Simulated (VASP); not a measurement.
## Mn: single point with PBE

Mn:

```xyz
1
Lattice="0.0000 1.7749 1.7749 1.7749 0.0000 1.7749 1.7749 1.7749 0.0000" Properties=species:S:1:pos:R:3 pbc="T T T"
Mn    0.0000    0.0000    0.0000
```

This isn't the form of Mn at room conditions, which is a 58-atom cubic cell.

* Program: VASP 6.6.1
* Task: single point
* Functional: PBE
* Potentials or basis: VASP PAW PBE potentials, release 64 (Mn_pv)
* Cutoff: 520 eV
* k mesh: 27 × 27 × 27
* Occupations: fermi-dirac, width 0.0612256 eV
* Spin: no spin polarisation

```
Pressure               : -10.3 GPa
Band gap on the k mesh : zero (an odd number of electrons rules out a gap without spin polarisation)
```

Levels at points of the mesh, in eV from the Fermi level:
```
           k point  band 5  band 6  band 7  band 8  band 9  band 10
(0.00, 0.00, 0.00)   -1.08   -1.08   -1.08    0.51    0.51    21.13
```

It took 32 s on 1 thread of Intel(R) Xeon(R) 6975P-C (Granite Rapids), with other jobs on the host, peak memory 0.18 GiB.

Caveat: the cell stands under tension; the run has no spin polarisation, though such a crystal can be magnetic. Spin polarisation is off, so any magnetic state and its effect on volume and gap are missing.
